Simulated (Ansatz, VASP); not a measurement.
# NaCl in VASP and in Ansatz

The input INCAR:

```
  PREC = Accurate
  ENCUT = 520
  EDIFF = 1E-6
  ISMEAR = 0
  SIGMA = 0.01
  LREAL = False
  LASPH = True
  NELM = 80
  ALGO = Normal
  ISIF = 2
  LWAVE = False
  LCHARG = False
  GGA = CA
  NBANDS = 14
```

File KPOINTS:

```
Automatic mesh
0
Gamma
  8 8 8
```

POSCAR

```
NaCl
1.0
    2.7458551868      2.7458551868      0.0000000000
   -2.7458551868      2.7458551868      0.0000000000
    0.0000000000      2.7458551868      2.7253473068
Na Cl
1 1
Direct
    0.0000000000      0.0000000000      0.0000000000
    0.5000000000      0.5000000000      0.0000000000
```

Input for Ansatz:

```yaml
crystal:
  lattice:
    - [2.7458551868, 2.7458551868, 0.0]
    - [-2.7458551868, 2.7458551868, 0.0]
    - [0.0, 2.7458551868, 2.72534730685]
  atoms:
    - { symbol: Na, position: [0.0, 0.0, 0.0] }
    - { symbol: Cl, position: [0.5, 0.5, 0.0] }
kpoints:
  mp_grid: { grid: [8, 8, 8] }
scf:
  occupations: { method: fixed }
  convergence: { dr2_threshold: 1.0e-10 }
hamiltonian:
  xc: lda
  pseudopotentials: { kind: all_electron, lapw: { basis_error: 0.0005 } }
output:
  forces: true
  stress: true
  eigenstates:
    kpoints:
      - [0.0, 0.0, 0.0]
      - [-0.5, -0.5, -0.5]
      - [-0.5, 0.5, 0.0]
      - [0.0, 0.0, -0.5]
      - [0.0, -0.5, -0.5]
      - [0.0, 0.5, 0.0]
      - [-0.5, 0.0, 0.0]
      - [-0.5, 0.0, -0.5]
  eigenvalues: true
```

Change from the starting cell: film at in-plane strain +0.005.

Alike in both runs: task single point; functional LDA; k mesh 8 × 8 × 8; no spin polarisation.

|  | VASP | Ansatz |
| --- | --- | --- |
| version | VASP 6.6.1 | Ansatz 0.2.0 |
| potentials or method | VASP PAW LDA potentials, release 64 (Na_pv, Cl), cutoff 520 eV | all-electron LAPW, scalar-relativistic |
| occupations | gaussian, width 0.01 eV | fixed |

|  | VASP | Ansatz | Ansatz less VASP |
| --- | --- | --- | --- |
| gap on the k mesh at the Fermi level (eV) | 5.05 | 5.04 | -0.005 |
| pressure (GPa) | -0.2 | -0.2 | -0.03 |
| traceless stress, the component that is largest in VASP (GPa) | 0.28 | 0.28 | -0.002 |

LDA's correlation is that of Perdew and Zunger in VASP and of Perdew and Wang (1992) in Ansatz. Ansatz ran all-electron here, and VASP with PAW potentials.
